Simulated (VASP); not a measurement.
# Y3Ge8Rh8 (a cell with a defect) in VASP: single point with PBEsol

Aim: the single point of Y3Ge8Rh8 (a cell with a defect) with PBEsol.

Everything below comes from runs of VASP 6.6.1. Logs are shortened: lines on timing, memory, paths and dates and some standing lists are left out, and cuts for length are marked.

## (1) The cell of the first run

The cell holds a defect, 19 atoms: a = 8.326 Å, b = 8.326 Å, c = 5.956 Å, α = 69.55°, β = 69.55°, γ = 90.00°.

## (2) Single point, PBEsol

File INCAR:

```
ALGO = Normal ; EDIFF = 1E-7
ENCUT = 520 ; GGA = PS
ISIF = 2 ; ISMEAR = 1
LASPH = True ; LCHARG = True
LELF = True ; LREAL = Auto
LVHAR = True ; LWAVE = False
NBANDS = 148 ; NELM = 100
PREC = Accurate ; SIGMA = 0.15
```

File KPOINTS:

```
k-points
0
Gamma
  2 2 3
```

File POSCAR:

```
Y3Ge8Rh8
1.0
    0.0000000000      8.3255460000      0.0000004000
    8.3255460000      0.0000000000      0.0000004000
    2.0813867500      2.0813867500     -5.1778488000
Y Ge Rh
3 8 8
Direct
    0.0069446444     -0.0025485468      0.0028341889
   -0.1199717471      0.4987485146     -0.0011087324
    0.4932907312      0.0011706949     -0.0024741553
    0.2017600594      0.1957149304      0.2433321651
    0.3108414544      0.3177488693      0.7532642227
    0.1901161634      0.6801094923      0.2527704842
    0.3039094864      0.8012528438      0.7619634320
    0.6728124284      0.1698923796      0.2569907675
    0.8130840965      0.3025572194      0.7271012715
    0.6779433187      0.6990614531      0.2661104262
    0.8200050704      0.8331395844      0.7385802114
    0.3687420622      0.1163473244      0.5217723225
    0.1229132053      0.3694053873      0.5107308651
    0.3730029954      0.6269987094      0.5012323651
    0.1293168255      0.8791553346      0.4909091597
    0.8865698985      0.1329811249      0.4601208919
    0.6203325770      0.3728988351      0.4994360587
    0.8789003444      0.6288473148      0.4873816715
    0.6176881336      0.8714344945      0.5267171177
```

Potentials or basis: VASP PAW PBE potentials, release 64 (Y_sv, Ge_d, Rh_pv).

Started as:

```sh
$ cat potpaw_PBE.64/Y_sv/POTCAR potpaw_PBE.64/Ge_d/POTCAR potpaw_PBE.64/Rh_pv/POTCAR > POTCAR
$ mpirun -np 1 vasp_std > vasp.out
```

OUTCAR:

```text
EDIFF = 1E-7
   ENCUT = 520
   GGA = PS
   ISIF = 2
   ISMEAR = 1
   LASPH = True
   LREAL = Auto
   NELM = 100
   PREC = Accurate

 ion  position               nearest neighbor table
   1  0.007  0.997  0.003-  16 3.15  11 3.16   7 3.16  12 3.20   5 3.21   6 3.22  10 3.23  15 3.24
                            18 3.25   8 3.27   4 3.27   9 3.27  13 3.28  15 3.35  19 3.46  16 3.53
   2  0.880  0.499  0.999-  11 2.82  17 2.82   8 2.84   9 2.84  10 2.85  18 2.86  16 3.33  13 3.43
                            18 3.44  15 3.52   1 4.29   1 4.30
   3  0.493  0.001  0.998-   8 3.12   4 3.14  10 3.19   9 3.19  12 3.19  19 3.19   5 3.20   6 3.21
                            11 3.21   7 3.23  15 3.25  17 3.30  14 3.33  12 3.40  19 3.48  16 3.52
   4  0.202  0.196  0.243-  13 2.44  12 2.44  16 2.45  15 2.48   5 2.54   3 3.14   1 3.27
   5  0.311  0.318  0.753-  13 2.42  14 2.43  17 2.43  12 2.47   4 2.54   3 3.20   1 3.21
   6  0.190  0.680  0.253-  14 2.41  18 2.43  13 2.45  15 2.48   7 2.54   3 3.21   1 3.22
   7  0.304  0.801  0.762-  14 2.41  19 2.45  15 2.46  12 2.46   6 2.54   1 3.16   3 3.23
   8  0.673  0.170  0.257-  19 2.38  12 2.41  16 2.44  17 2.53   9 2.74   2 2.84   3 3.12   1 3.27
[... 9 lines left out ...]
  13  0.123  0.369  0.511-   9 2.41   5 2.42   4 2.44   6 2.45  12 2.94  16 2.94  14 2.96  18 2.97
                             1 3.28   2 3.43
  14  0.373  0.627  0.501-  10 2.39   7 2.41   6 2.41   5 2.43  15 2.92  17 2.95  19 2.96  13 2.96
                             3 3.33
  15  0.129  0.879  0.491-  11 2.43   7 2.46   4 2.48   6 2.48  12 2.90  14 2.92  16 2.93  18 2.96
                             1 3.24   3 3.25   1 3.35   2 3.52
  16  0.887  0.133  0.460-  11 2.40   9 2.41   8 2.44   4 2.45  15 2.93  13 2.94  19 2.95  17 2.99
                             1 3.15   2 3.33   3 3.52   1 3.53
  17  0.620  0.373  0.499-   9 2.39   5 2.43   8 2.53  10 2.54   2 2.82  12 2.93  14 2.95  16 2.99
                            18 2.99   3 3.30
  18  0.879  0.629  0.487-  10 2.42   6 2.43   9 2.54  11 2.58   2 2.86  15 2.96  13 2.97  19 2.97
                            17 2.99   1 3.25   2 3.44
  19  0.618  0.871  0.527-   8 2.38  10 2.39  11 2.39   7 2.45  12 2.91  16 2.95  14 2.96  18 2.97
                             3 3.19   1 3.46   3 3.48

  LATTYP: Found a base centered monoclinic cell.
 ALAT       =    11.7741000674
 B/A-ratio  =     1.0000000000
 C/A-ratio  =     0.5058598057
 COS(beta)  =    -0.4942080737

  Lattice vectors:

 A1 = (   0.0000000000,  -8.3255460000,  -0.0000004000)
 A2 = (  -8.3255460000,   0.0000000000,  -0.0000004000)
 A3 = (   2.0813867500,   2.0813867500,  -5.1778488000)

Analysis of symmetry for initial positions (statically):
=====================================================================
 Subroutine PRICEL returns:
 Original cell was already a primitive cell.

 Routine SETGRP: Setting up the symmetry group for a
 base centered monoclinic supercell.

[... 149 lines left out ...]
   EFERMI =   0.00;   METHOD = LEGACY
   ISMEAR =     1;   SIGMA  =   0.15  broadening in eV -4-tet -1-fermi 0-gaus
   EFERMI_NEDOS =   21; number of points for ismear=-14 and -15
   IALGO  =     38    algorithm
   IMIX   =      4    mixing-type and parameters
     AMIX     =   0.40;   BMIX     =  1.00
     AMIX_MAG =   1.60;   BMIX_MAG =  1.00
  volume/ion in A,a.u.               =      18.89       127.47
  Fermi-wavevector in a.u.,A,eV,Ry     =   1.479671  2.796173 29.788955  2.189426
  Thomas-Fermi vector in A             =   2.593800
   LORBIT       =      0    0 simple, 1 ext, 2 COOP (PROOUT), +10 PAW based schemes
   GGA     = PS    functional components
   LHFCALC =     F    Hartree Fock is set to
   AEXX    =    0.0000 exact exchange contribution
   IVDW    =     0    specifies the selected vdW correction
   LEPSILON=     F    determine dielectric tensor
   LRPA    =     F    only Hartree local field effects (RPA)
 non-spin polarized calculation
 Methfessel and Paxton  Order N= 1 SIGMA  =   0.15
  energy-cutoff  :      520.00
  volume of cell :      358.90
 maximum number of plane-waves:      9691
 NGX is ok and might be reduce to    64
   NGX = 31   NGY = 31   NGZ = 23

 number of electron     265.0000002 magnetization

 Free energy of the ion-electron system (eV)
  ---------------------------------------------------
  ext. energy  EPLUGINS =         0.00000000
  ---------------------------------------------------
  free energy    TOTEN  =      -137.75399655 eV

  energy without entropy =     -137.73130759  energy(sigma->0) =     -137.74643356

 E-fermi :   6.8584     XC(G=0): -11.5886

 val. band max:        6.8561968490   @ k =   0.5000   0.5000   0.3333
 cond. band min:       6.8885156155   @ k =   0.0000   0.0000   0.0000
 fundamental gap:      0.0323187665
 Fermi energy:         6.8584489433

 k-point     1 :       0.0000    0.0000    0.0000
  band No.  band energies     occupation
      1     -39.6873      2.00000
      2     -39.6673      2.00000
      3     -39.6433      2.00000
      4     -39.6015      2.00000
      5     -39.5909      2.00000
      6     -39.5447      2.00000
[... 1165 lines left out ...]
    143       8.8899     -0.00000
    144       9.0622     -0.00000
 [bands above 144 left out]

------------------------ aborting loop because EDIFF is reached ----------------------------------------

  FORCE on cell =-STRESS in cart. coord.  units (eV):
  Direction    XX          YY          ZZ          XY          YZ          ZX
  --------------------------------------------------------------------------------------
  -------------------------------------------------------------------------------------
  Total       -9.4823439     -8.6227608     -4.3812869      0.0168641      0.6299733      0.1437148
  in kB      -42.3303103    -38.4930293    -19.5585854      0.0752835      2.8122755      0.6415598
  external PRESSURE =     -33.4606417 kB  Pullay stress =       0.0000000 kB

 VOLUME and BASIS-vectors are now :
 -----------------------------------------------------------------------------
  energy-cutoff  :      520.00
  volume of cell :      358.90
      direct lattice vectors                 reciprocal lattice vectors
     0.000000000  8.325546000  0.000000400    -0.000000002  0.120112240  0.048282603
     8.325546000  0.000000000  0.000000400     0.120112240 -0.000000002  0.048282603
     2.081386750  2.081386750 -5.177848800     0.000000009  0.000000009 -0.193130391

 POSITION                                       TOTAL-FORCE (eV/Angst)
 -----------------------------------------------------------------------------------
      8.31023      0.06372     -0.01467        -0.021179     -0.135097     -0.010181
      6.23143      9.40579     -5.17211        -0.012982      2.205661     -0.007832
      2.08598      6.18315     -5.16504        -0.004398     -0.068821     -0.003037
      2.13590      2.18623     -1.25994        -0.022519     -0.090199     -0.054317
      4.21327      4.15576     -3.90029        -0.014142     -0.059362     -0.008253
      6.18840      2.10893     -1.30881         0.023773     -0.086598     -0.032642
[... 11 lines left out ...]
      6.24993      8.33175     -2.52359        -0.025245     -0.145556     -0.097331
      8.35147      6.23889     -2.72726         0.048406     -0.117174      0.269277
 -----------------------------------------------------------------------------------
    total drift:                                0.001383     -0.002801      0.002685

  FREE ENERGIE OF THE ION-ELECTRON SYSTEM (eV)
  ---------------------------------------------------
  free  energy   TOTEN  =      -137.7539965515 eV

  energy  without entropy=     -137.7313075886  energy(sigma->0) =     -137.74643356
```

stdout:

```text
POSCAR found type information on POSCAR Y GeRh
 POSCAR found :  3 types and      19 ions
 scaLAPACK will be used
 -----------------------------------------------------------------------------
|                                                                             |
|                                                                             |
|     You enforced a specific xc type in the INCAR file but a different       |
|     I HOPE YOU KNOW WHAT YOU ARE DOING!                                     |
|                                                                             |
 -----------------------------------------------------------------------------

 LDA part: xc-table for (Slater+PW92), standard interpolation
 POSCAR, INCAR and KPOINTS ok, starting setup
 FFT: planning ... GRIDC
 FFT: planning ... GRID_SOFT
 FFT: planning ... GRID
 WAVECAR not read
 entering main loop
```

Run time: 49 min. Hardware: 1 thread of Intel Xeon 8259CL, shared host; peak memory 0.65 GiB.

What came out:

| Property | Result |
| --- | --- |
| Free energy | -137.7540 eV |
| Pressure | -3.3 GPa |
| Largest force | 2.206 eV/Å |
| Band gap on the k mesh | zero (an odd number of electrons rules out a gap without spin polarisation) |

Forces in eV/Å, atoms in the order of the input:
```
Y   -0.021 -0.135 -0.010
Y   -0.013  2.206 -0.008
Y   -0.004 -0.069 -0.003
Ge  -0.023 -0.090 -0.054
Ge  -0.014 -0.059 -0.008
Ge   0.024 -0.087 -0.033
Ge   0.008  0.021  0.004
Ge   0.200 -0.135  0.090
Ge   0.176 -0.264 -0.087
Ge  -0.163 -0.183  0.149
Ge  -0.171 -0.281 -0.077
Rh   0.007 -0.062 -0.023
Rh   0.034 -0.112 -0.080
Rh  -0.056 -0.105 -0.044
Rh  -0.016 -0.145 -0.082
Rh   0.008 -0.108 -0.132
Rh   0.001 -0.128  0.227
Rh  -0.025 -0.146 -0.097
Rh   0.048 -0.117  0.269
```

Stress tensor (GPa, compression positive):
```
-4.23  0.01  0.06
 0.01 -3.85  0.28
 0.06  0.28 -1.96
```

Levels at points of the mesh, in eV from the Fermi level:
```csv
k point,band 131,band 132,band 133,band 134,band 135,band 136
"(0.00, 0.00, 0.00)",-0.55,-0.28,-0.19,0.03,0.37,0.62
"(0.50, 0.00, 0.00)",-0.64,-0.57,-0.14,0.00,0.32,0.60
"(0.00, 0.50, 0.00)",-0.77,-0.34,-0.13,-0.08,0.18,0.51
"(0.50, 0.50, 0.00)",-0.45,-0.25,-0.23,-0.04,0.32,0.56
```

Caveat: the k points lie up to 0.41 Å⁻¹ apart, too coarse for converged energies and pressures of a metal; the PAW data sets were made with another functional, which shifts forces and pressure a little; an odd number of electrons without spin polarisation forces a metal; a magnetic or distorted state may lie lower.

The gap in the log of VASP goes by the Fermi energy; the results here count the filled bands.